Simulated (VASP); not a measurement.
## GaSb: vibrations by perturbation theory with LDA

Crystal: GaSb.

```
CELL_PARAMETERS angstrom
0.00000 2.66857 2.66857
2.66857 0.00000 2.66857
2.66857 2.66857 0.00000
ATOMIC_POSITIONS crystal
Ga 0.00000 0.00000 0.00000
Sb 0.75000 0.75000 0.75000
```

| Item | Value |
| --- | --- |
| Program | VASP 6.6.1 |
| Task | vibrations by perturbation theory |
| Functional | LDA |
| Potentials or basis | VASP PAW LDA potentials, release 64 (Ga_d, Sb) |
| Cutoff | 520 eV |
| k mesh | 14 × 14 × 14 |
| Occupations | fermi-dirac, width 0.15 eV |
| Spin | no spin polarisation |
| Dipole correction | no |
| Further INCAR settings | ALGO = Normal; EDIFF = 1e-08; NBANDS = 16; IBRION = 8; NSW = 1 |

The highest phonon frequency at Γ, LO-TO splitting left out is 349 cm⁻¹.

Phonon frequencies in cm⁻¹ (negative: imaginary):
| q point | frequencies |
| --- | --- |
| (0.000, 0.000, 0.000) | 0 0 0 349 349 349 |

Run time: 6 min on 1 thread of Intel(R) Xeon(R) 6975P-C (Granite Rapids), with other jobs on the host, peak memory 0.6 GiB.

Caveat: the cell wasn't relaxed at this level first, which shifts response properties.
